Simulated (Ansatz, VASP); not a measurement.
Two plane-wave programs on MgS

```xyz
2
Lattice="0.0000 2.6016 2.6016 2.6016 0.0000 2.6016 2.6016 2.6016 0.0000" Properties=species:S:1:pos:R:3 pbc="T T T"
Mg    0.0177    0.0177    0.0000
S     2.6016    2.6016    2.6016
```

Change from the starting cell: all Mg atoms moved +0.025 Å, as atom 1 along Cartesian [1 1 0].

Alike in both runs: task single point; functional PBEsol; k mesh 8 × 8 × 8; occupations gaussian, width 0.05 eV; no spin polarisation.

|  | VASP | Ansatz |
| --- | --- | --- |
| version | VASP 6.6.1 | Ansatz 0.2.0 |
| potentials or method | VASP PAW PBE potentials, release 64 (Mg, S), cutoff 520 eV | scalar-relativistic, plane waves, PAW |
| valence electrons in the cell | 8 | 16 |

```tsv
	VASP	Ansatz	Ansatz less VASP
gap on the k mesh at the Fermi level (eV)	2.70	2.70	-0.002
least direct gap on the mesh (eV)	3.59	3.59	+0.001
pressure (GPa)	-1.1	-0.9	+0.22
rms of the force components (eV/Å)	0.040	0.040	-0.0001
```

VASP's potentials were made for PBE, not for PBEsol. Atom by atom the forces differ by 0.000 eV/Å (rms over components). VASP's potentials hold 8 valence electrons a cell and Ansatz's 16, so a difference there can come from the potentials and not from the codes.
